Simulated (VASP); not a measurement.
Set up this calculation in VASP 6.6.1, as the native input.

* Task: single point
* Functional: PBEsol
* Potentials or basis: VASP PAW PBE potentials, release 64 (Ta_pv, N)
* Cutoff: 520 eV
* k mesh: 11 × 11 × 10
* Occupations: fermi-dirac, width 0.1 eV
* Spin: no spin polarisation
* Dipole correction: no
* Further INCAR settings: ALGO = Normal; EDIFF = 1e-07; NBANDS = 15

The structure of TaN lies in POSCAR:

```
TaN
1.0
    2.9182812851      0.0000000000      0.0000000000
   -1.4591406425      2.5273031096      0.0000000000
    0.0000000000      0.0000000000      2.8636504237
Ta N
1 1
Direct
    0.3333333333      0.6666666667      0.5000000000
    0.0000000000      0.0000000000      0.0000000000
```

These files were run (other wordings do the same):

INCAR

```
  ALGO = Normal
  EDIFF = 1E-7
  ENCUT = 520
  GGA = PS
  ISIF = 2
  ISMEAR = -1
  LASPH = True
  LCHARG = False
  LREAL = False
  LWAVE = False
  NBANDS = 15
  NELM = 60
  PREC = Accurate
  SIGMA = 0.1
```

KPOINTS

```
k-points
0
Gamma
  11 11 10
```

Potentials or basis: VASP PAW PBE potentials, release 64 (Ta_pv, N).

Command:

```sh
$ cat potpaw_PBE.64/Ta_pv/POTCAR potpaw_PBE.64/N/POTCAR > POTCAR
$ mpirun -np 1 vasp_std > vasp.out
```

Results of the run:

```
Pressure               : 3.2 GPa
Band gap on the k mesh : zero (band 8 reaches 8.71 eV, above the bottom of band 9 at 8.20 eV)
```

Caveat: the PAW data sets were made with another functional, which shifts forces and pressure a little; spin-orbit coupling is left out, which moves the levels of the heavy elements.

Wall time 9.6 s on 1 thread of Intel(R) Xeon(R) 6975P-C (Granite Rapids), with other jobs on the host, peak memory 0.16 GiB.
